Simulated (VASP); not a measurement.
Sb2Os, 6 atoms in the cell. It takes space group Pnnm (No. 58, orthorhombic). The conventional cell has a = 6.046 Å, b = 6.811 Å, c = 3.285 Å, α = 90.00°, β = 90.00°, γ = 90.00°. Sb (site symmetry m) has 3 Os at 2.68 to 2.70 Å and 3 Sb at 2.94 to 3.29 Å within 3.5 Å. Os (site symmetry 2/m) has 6 Sb at 2.68 to 2.70 Å and 2 Os at 3.29 Å within 3.5 Å. 

| Item | Value |
| --- | --- |
| Program | VASP 6.6.1 |
| Task | single point |
| Functional | r2SCAN |
| Potentials or basis | VASP PAW PBE potentials, release 64 (Sb, Os) |
| Cutoff | 520 eV |
| k mesh | 6 × 4 × 10 |
| Occupations | fermi-dirac, width 0.02 eV |
| Spin | no spin polarisation |
| Dipole correction | no |
| Further INCAR settings | ALGO = Normal; EDIFF = 1e-06; NBANDS = 27 |

Potentials or basis: VASP PAW PBE potentials, release 64 (Sb, Os).

Run with:

```console
$ cat potpaw_PBE.64/Sb/POTCAR potpaw_PBE.64/Os/POTCAR > POTCAR
$ cp INCAR.step1 INCAR
$ mpirun -np 1 vasp_std > vasp.out
$ cp INCAR.step2 INCAR
$ mpirun -np 1 vasp_std > vasp.out
```

Hardware: 1 thread of AMD EPYC 9R14 (Zen 4), with other jobs on the host.

Q: Estimate the wall time of this run.

A: It took 9 min on 1 thread of AMD EPYC 9R14 (Zen 4) (shared host), peak memory 0.38 GiB. Counts: k points 72.
